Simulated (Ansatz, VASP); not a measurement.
**Ba in VASP and in Ansatz**

File INCAR:

```
PREC = Accurate
ENCUT = 520
EDIFF = 1E-6
ISMEAR = -1
SIGMA = 0.05
LREAL = False
LASPH = True
NELM = 100
ALGO = Normal
ISIF = 2
LWAVE = False
LCHARG = True
GGA = PE
LELF = True
LVHAR = True
NBANDS = 11
```

Contents of KPOINTS:

```
regular mesh
0
Gamma
  13 13 13
```

Contents of POSCAR:

```
Ba
1.0
    3.9168027494      0.0000000000      0.0000000000
    0.0000000000      3.9168027494      0.0000000000
    0.0000000000      0.0000000000      3.9168027494
Ba
1
Direct
    0.0000000000      0.0000000000      0.0000000000
```

Input for Ansatz:

```yaml
crystal:
  lattice:
    - [3.9168027494, 0.0, 0.0]
    - [0.0, 3.9168027494, 0.0]
    - [0.0, 0.0, 3.9168027494]
  atoms:
    - { symbol: Ba, position: [0.0, 0.0, 0.0] }
kpoints:
  mp_grid: { grid: [13, 13, 13] }
scf:
  occupations: { method: fermi_dirac, width: 0.05 }
hamiltonian:
  xc: pbe
  pseudopotentials: { kind: all_electron, lapw: { basis_error: 0.00025 } }
output:
  forces: true
  stress: true
  eigenvalues: true
```

Change from the starting cell: volume scaled by 0.975.

Alike in both runs: task single point; functional PBE; k mesh 13 × 13 × 13; occupations fermi-dirac, width 0.05 eV; no spin polarisation.

```csv
,VASP,Ansatz
version,VASP 6.6.1,Ansatz 0.2.0
potentials or method,"VASP PAW PBE potentials, release 64 (Ba_sv), cutoff 520 eV","all-electron LAPW, scalar-relativistic"
```

VASP gave:

* pressure (GPa): 0.3

What did Ansatz give for the same quantities?

Pressure (GPa): 0.2.

Ansatz ran all-electron here, and VASP with PAW potentials.

Spin-orbit coupling is off throughout.
